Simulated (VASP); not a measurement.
# Ga4As3P (Amm2) in VASP: further runs

Ga4As3P is run at these levels: PBE; tasks: single point, relaxation of cell and atoms.

Everything below comes from runs of VASP 6.6.1. Logs are shortened: lines on timing, memory, paths and dates and some standing lists are left out, and cuts for length are marked.

## 1. The cell of the first run

It takes space group Amm2 (No. 38, orthorhombic). Conventional cell: a = 3.885 Å, b = 7.770 Å, c = 10.988 Å, α = 90.00°, β = 90.00°, γ = 90.00°. Ga (site symmetry m) has 3 As at 2.38 Å and 1 P at 2.38 Å within 3.1 Å. Within 3.1 Å of Ga (site symmetry mm2) lie 2 P at 2.38 Å and 2 As at 2.38 Å. Ga (site symmetry mm2) has 4 As at 2.38 Å within 3.1 Å. P (site symmetry mm2) has 4 Ga at 2.38 Å within 3.1 Å. Within 3.1 Å of As (site symmetry m) lie 4 Ga at 2.38 Å. Within 3.1 Å of As (site symmetry mm2) lie 4 Ga at 2.38 Å.

## 2. Single point, PBE

File INCAR:

```
SYSTEM = Ga4As3P
ALGO = Normal ; EDIFF = 1E-6
ENCUT = 520 ; GGA = PE
ISIF = 2 ; ISMEAR = 0
LASPH = .True. ; LCHARG = .False.
LREAL = .False. ; LWAVE = .False.
NBANDS = 46 ; NELM = 100
PREC = Accurate ; SIGMA = 0.1
```

File KPOINTS:

```
k-points
0
Gamma
  4 4 4
  0 0 0
```

File POSCAR:

```
Ga4As3P
1.0
    3.8849205900      0.0000000000      0.0000000000
    0.0000000000      3.8849205900      5.4941073900
    0.0000000000     -3.8849205900      5.4941073900
Ga P As
4 1 3
Direct
    0.0000000000      0.5000000000      0.0000000000
    0.5000000000      0.0000000000      0.0000000000
    0.5000000000      0.5000000000      0.5000000000
    0.0000000000      0.0000000000      0.5000000000
    0.0000000000      0.8750000000      0.8750000000
    0.5000000000      0.3750000000      0.8750000000
    0.0000000000      0.3750000000      0.3750000000
    0.5000000000      0.8750000000      0.3750000000
```

Potentials or basis: VASP PAW PBE potentials, release 64 (Ga_d, P, As).

Command:

```sh
cat potpaw_PBE.64/Ga_d/POTCAR potpaw_PBE.64/P/POTCAR potpaw_PBE.64/As/POTCAR > POTCAR
mpirun -np 1 vasp_std > vasp.out
```

OUTCAR:

```text
SYSTEM = Ga4As3P
   EDIFF = 1E-6
   ENCUT = 520
   GGA = PE
   ISIF = 2
   ISMEAR = 0
   LASPH = .True.
   LREAL = .False.
   NELM = 100
   PREC = Accurate

 ion  position               nearest neighbor table
   1  0.000  0.500  0.000-   5 2.38   6 2.38   7 2.38   6 2.38
   2  0.500  0.000  0.000-   5 2.38   6 2.38   8 2.38   5 2.38
   3  0.500  0.500  0.500-   6 2.38   7 2.38   8 2.38   7 2.38
   4  0.000  0.000  0.500-   5 2.38   7 2.38   8 2.38   8 2.38
   5  0.000  0.875  0.875-   1 2.38   2 2.38   4 2.38   2 2.38
   6  0.500  0.375  0.875-   1 2.38   2 2.38   3 2.38   1 2.38
   7  0.000  0.375  0.375-   1 2.38   3 2.38   4 2.38   3 2.38
   8  0.500  0.875  0.375-   2 2.38   3 2.38   4 2.38   4 2.38

  LATTYP: Found a base centered orthorhombic cell.
 ALAT       =     7.7698411800
 B/A-ratio  =     1.4142135631
 C/A-ratio  =     0.5000000000

  Lattice vectors:

 A1 = (   0.0000000000,   3.8849205900,  -5.4941073900)
 A2 = (   0.0000000000,   3.8849205900,   5.4941073900)
 A3 = (   3.8849205900,   0.0000000000,   0.0000000000)

Analysis of symmetry for initial positions (statically):
=====================================================================
 Subroutine PRICEL returns:
 Original cell was already a primitive cell.

 Routine SETGRP: Setting up the symmetry group for a
 base centered orthorhombic supercell.

 Subroutine GETGRP returns: Found  4 space group operations
 (whereof  4 operations were pure point group operations)
 out of a pool of  8 trial point group operations.

The static configuration has the point symmetry C_2v.

Analysis of symmetry for dynamics (positions and initial velocities):
=====================================================================
 Subroutine PRICEL returns:
 Original cell was already a primitive cell.

 Routine SETGRP: Setting up the symmetry group for a
 base centered orthorhombic supercell.

 Subroutine GETGRP returns: Found  4 space group operations
 (whereof  4 operations were pure point group operations)
 out of a pool of  8 trial point group operations.

The dynamic configuration has the point symmetry C_2v.

 Subroutine INISYM returns: Found  4 space group operations
 (whereof  4 operations are pure point group operations),
 and found     1 'primitive' translations

----------------------------------------------------------------------------------------

                                     Primitive cell

  volume of cell :     165.8408

  direct lattice vectors                    reciprocal lattice vectors
     3.884920590  0.000000000  0.000000000     0.257405519  0.000000000  0.000000000
     0.000000000  3.884920590  5.494107390     0.000000000  0.128702759  0.091006594
     0.000000000 -3.884920590  5.494107390     0.000000000 -0.128702759  0.091006594

  length of vectors
     3.884920590  6.728879848  6.728879848     0.257405519  0.157628044  0.157628044

  position of ions in fractional coordinates (direct lattice)
     0.000000000  0.500000000  0.000000000
     0.500000000  0.000000000  0.000000000
     0.500000000  0.500000000  0.500000000
     0.000000000  0.000000000  0.500000000
     0.000000000  0.875000000  0.875000000
     0.500000000  0.375000000  0.875000000
     0.000000000  0.375000000  0.375000000
     0.500000000  0.875000000  0.375000000

  ion indices of the primitive-cell ions
   primitive index   ion index
                 1           1
                 2           2
                 3           3
                 4           4
                 5           5
                 6           6
                 7           7
                 8           8

----------------------------------------------------------------------------------------

 KPOINTS: k-points

Automatic generation of k-mesh.
 Grid dimensions read from file:
 generate k-points for:    4    4    4

 Generating k-lattice:

  Cartesian coordinates                     Fractional coordinates (reciprocal lattice)
     0.064351380  0.000000000  0.000000000     0.250000000  0.000000000  0.000000000
     0.000000000  0.032175690  0.022751648     0.000000000  0.250000000  0.000000000
     0.000000000 -0.032175690  0.022751648     0.000000000  0.000000000  0.250000000

  Length of vectors
     0.064351380  0.039407011  0.039407011

  Shift w.r.t. Gamma in fractional coordinates (k-lattice)
     0.000000000  0.000000000  0.000000000

 Subroutine IBZKPT returns following result:
 ===========================================

 Found     21 irreducible k-points:

 Following reciprocal coordinates:
            Coordinates               Weight
  0.000000  0.000000  0.000000      1.000000
  0.250000  0.000000  0.000000      2.000000
  0.500000  0.000000  0.000000      1.000000
  0.000000  0.250000 -0.000000      4.000000
  0.250000  0.250000 -0.000000      8.000000
  0.500000  0.250000 -0.000000      4.000000
[... 13 lines left out ...]
  0.250000  0.500000  0.500000      2.000000
  0.500000  0.500000  0.500000      1.000000
   k-points           NKPTS =     21   k-points in BZ     NKDIM =     21   number of bands    NBANDS=     46
   number of dos      NEDOS =    301   number of ions     NIONS =      8
   total plane-waves  NPLWV =  75000
   dimension x,y,z NGX =    30 NGY =   50 NGZ =   50
   dimension x,y,z NGXF=    60 NGYF=  100 NGZF=  100
   ions per type =               4   1   3
   NGX,Y,Z   is equivalent  to a cutoff of  12.84, 12.35, 12.35 a.u.
   NGXF,Y,Z  is equivalent  to a cutoff of  25.68, 24.71, 24.71 a.u.
 SYSTEM =  Ga4As3P
   PREC   = accura    normal or accurate (medium, high low for compatibility)
   ISTART =      0    job   : 0-new  1-cont  2-samecut
   ICHARG =      2    charge: 1-file 2-atom 10-const
   ISPIN  =      1    spin polarized calculation?
   LNONCOLLINEAR =      F non collinear calculations
   LSORBIT =      F    spin-orbit coupling
   LASPH  =      T    aspherical Exc in radial PAW
   ENCUT  =  520.0 eV  38.22 Ry    6.18 a.u.   7.22 12.51 12.51*2*pi/ulx,y,z
   NELM   =    100;   NELMIN=  2; NELMDL= -5     # of ELM steps
   EDIFF  = 0.1E-05   stopping-criterion for ELM
   LREAL  =      F    real-space projection
   EDIFFG = 0.1E-04   stopping-criterion for IOM
   NSW    =      0    number of steps for IOM
   IBRION =     -1    ionic relax: 0-MD 1-quasi-New 2-CG
   NFREE  =      0    steps in history (QN), initial steepest desc. (CG)
   ISIF   =      2    stress and relaxation
   ISYM   =      2    0-nonsym 1-usesym 2-fastsym
   POTIM  = 0.5000    time-step for ionic-motion
   TEBEG  =    0.0;   TEEND  =   0.0 temperature during run
   PSTRESS=    0.0 pullay stress
   NELECT =      72.0000    total number of electrons
   NUPDOWN=      -1.0000    fix difference up-down
   EMIN   =  10.00;   EMAX   =-10.00  energy-range for DOS
   EFERMI =   0.00;   METHOD = LEGACY
   ISMEAR =     0;   SIGMA  =   0.10  broadening in eV -4-tet -1-fermi 0-gaus
   EFERMI_NEDOS =   21; number of points for ismear=-14 and -15
   IALGO  =     38    algorithm
   IMIX   =      4    mixing-type and parameters
     AMIX     =   0.40;   BMIX     =  1.00
     AMIX_MAG =   1.60;   BMIX_MAG =  1.00
  volume/ion in A,a.u.               =      20.73       139.89
  Fermi-wavevector in a.u.,A,eV,Ry     =   1.239620  2.342542 20.907493  1.536657
  Thomas-Fermi vector in A             =   2.374095
   LORBIT       =      0    0 simple, 1 ext, 2 COOP (PROOUT), +10 PAW based schemes
   GGA     = PE    functional components
   LHFCALC =     F    Hartree Fock is set to
   AEXX    =    0.0000 exact exchange contribution
   IVDW    =     0    specifies the selected vdW correction
   LEPSILON=     F    determine dielectric tensor
   LRPA    =     F    only Hartree local field effects (RPA)
 non-spin polarized calculation
 Gauss-broadening in eV      SIGMA  =   0.10
  energy-cutoff  :      520.00
  volume of cell :      165.84
 maximum number of plane-waves:      4492
 NGX is ok and might be reduce to    30
   NGX = 15   NGY = 25   NGZ = 25

 number of electron      71.9999999 magnetization

 Free energy of the ion-electron system (eV)
  ---------------------------------------------------
  ext. energy  EPLUGINS =         0.00000000
  ---------------------------------------------------
  free energy    TOTEN  =       -33.26356619 eV

  energy without entropy =      -33.26356619  energy(sigma->0) =      -33.26356619

 E-fermi :   5.1488     XC(G=0):  -9.9122

 val. band max:        4.7028354526   @ k =   0.0000   0.0000   0.0000
 cond. band min:       5.9874473974   @ k =   0.0000   0.0000   0.0000
 fundamental gap:      1.2846119448
 Fermi energy:         5.1488238931

 k-point     1 :       0.0000    0.0000    0.0000
  band No.  band energies     occupation
      1     -10.3375      2.00000
      2     -10.3055      2.00000
      3     -10.2577      2.00000
      4     -10.1957      2.00000
      5     -10.1912      2.00000
      6     -10.1912      2.00000
[... 38 lines left out ...]
     45       9.3104      0.00000
     46       9.3297      0.00000

 k-point     2 :       0.2500    0.0000    0.0000
  band No.  band energies     occupation
      1     -10.3290      2.00000
      2     -10.3146      2.00000
      3     -10.2736      2.00000
      4     -10.2151      2.00000
      5     -10.1811      2.00000
      6     -10.1768      2.00000
[... 38 lines left out ...]
     45       9.4660      0.00000
     46      10.3010      0.00000

 k-point     3 :       0.5000    0.0000    0.0000
  band No.  band energies     occupation
      1     -10.3265      2.00000
      2     -10.3240      2.00000
      3     -10.2971      2.00000
      4     -10.2300      2.00000
      5     -10.1674      2.00000
      6     -10.1651      2.00000
[... 871 lines left out ...]
     45      10.3437      0.00000
     46      10.4235      0.00000

 k-point    21 :       0.5000    0.5000    0.5000
  band No.  band energies     occupation
      1     -10.3422      2.00000
      2     -10.3367      2.00000
      3     -10.3030      2.00000
      4     -10.2383      2.00000
      5     -10.1701      2.00000
      6     -10.1680      2.00000
[... 38 lines left out ...]
     45       9.3886      0.00000
     46       9.4127      0.00000

------------------------ aborting loop because EDIFF is reached ----------------------------------------

  FORCE on cell =-STRESS in cart. coord.  units (eV):
  Direction    XX          YY          ZZ          XY          YZ          ZX
  --------------------------------------------------------------------------------------
  -------------------------------------------------------------------------------------
  Total        9.7035093      8.7774599      8.6176816      0.0000000      0.0000000      0.0000000
  in kB       93.7449705     84.7984678     83.2548600      0.0000000      0.0000000      0.0000000
  external PRESSURE =      87.2660994 kB  Pullay stress =       0.0000000 kB

 VOLUME and BASIS-vectors are now :
 -----------------------------------------------------------------------------
  energy-cutoff  :      520.00
  volume of cell :      165.84
      direct lattice vectors                 reciprocal lattice vectors
     3.884920590  0.000000000  0.000000000     0.257405519  0.000000000  0.000000000
     0.000000000  3.884920590  5.494107390     0.000000000  0.128702759  0.091006594
     0.000000000 -3.884920590  5.494107390     0.000000000 -0.128702759  0.091006594

 POSITION                                       TOTAL-FORCE (eV/Angst)
 -----------------------------------------------------------------------------------
      0.00000      1.94246      2.74705         0.000000      0.594360      0.425847
      1.94246      0.00000      0.00000         0.000000      0.000000     -0.835446
      1.94246      0.00000      5.49411         0.000000      0.000000      0.005945
      0.00000     -1.94246      2.74705         0.000000     -0.594360      0.425847
      0.00000      0.00000      9.61469         0.000000      0.000000     -0.033945
      1.94246     -1.94246      6.86763         0.000000      0.041860     -0.006327
      0.00000      0.00000      4.12058         0.000000      0.000000      0.024406
      1.94246      1.94246      6.86763         0.000000     -0.041860     -0.006327
 -----------------------------------------------------------------------------------
    total drift:                                0.000000      0.000001      0.000114

  FREE ENERGIE OF THE ION-ELECTRON SYSTEM (eV)
  ---------------------------------------------------
  free  energy   TOTEN  =       -33.2635661901 eV

  energy  without entropy=      -33.2635661901  energy(sigma->0) =      -33.26356619
```

It took 3.4 min on 1 thread of Intel Xeon 6975P-C (Granite Rapids), shared host; peak memory 0.33 GiB.

Results:

| Item | Value |
| --- | --- |
| Free energy | -33.2636 eV |
| Pressure | 8.7 GPa |
| Largest force | 0.835 eV/Å |
| Band gap on the k mesh | 1.28 eV |

Forces in eV/Å, atoms in the order of the input:
```
Ga   0.000  0.594  0.426
Ga   0.000  0.000 -0.835
Ga   0.000  0.000  0.006
Ga   0.000 -0.594  0.426
P    0.000  0.000 -0.034
As   0.000  0.042 -0.006
As   0.000  0.000  0.024
As   0.000 -0.042 -0.006
```

Stress tensor (GPa, compression positive):
```
9.37 0.00 0.00
0.00 8.48 0.00
0.00 0.00 8.33
```

Caveat: the cell stands under pressure. A k mesh can miss the band edges.

[end of part 1 of 2]
